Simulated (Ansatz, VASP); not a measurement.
One calculation of ZnO, two programs

```
Zn O
1.0
     3.18737    0.00000    0.00000
    -1.59369    2.76034    0.00000
     0.00000    0.00000    5.15279
Zn O
2 2
Direct
  0.33333 0.66667 0.00228
  0.66667 0.33333 0.50228
  0.33333 0.66667 0.38072
  0.66667 0.33333 0.88072
```

Alike in both runs: functional LDA; k mesh 9 × 9 × 6; occupations gaussian, width 0.02 eV; no spin polarisation.

Ansatz relaxed the structure, and its values are those at the end. VASP's run is a single point on that final structure, the one shown.

|  | VASP | Ansatz |
| --- | --- | --- |
| version | VASP 6.6.1 | Ansatz 0.2.0 |
| potentials or method | VASP PAW LDA potentials, release 64 (Zn, O), cutoff 520 eV | scalar-relativistic, plane waves, PAW |
| valence electrons in the cell | 36 | 36 |

|  | VASP | Ansatz | Ansatz less VASP |
| --- | --- | --- | --- |
| gap on the k mesh at the Fermi level (eV) | 0.81 | 0.79 | -0.014 |
| least direct gap on the mesh (eV) | 0.81 | 0.79 | -0.014 |
| pressure (GPa) | 1.1 | 0.0 | -1.09 |

Ansatz warns that its potentials were made for another functional, while VASP's fit it. LDA's correlation is that of Perdew and Zunger in VASP and of Perdew and Wang (1992) in Ansatz.
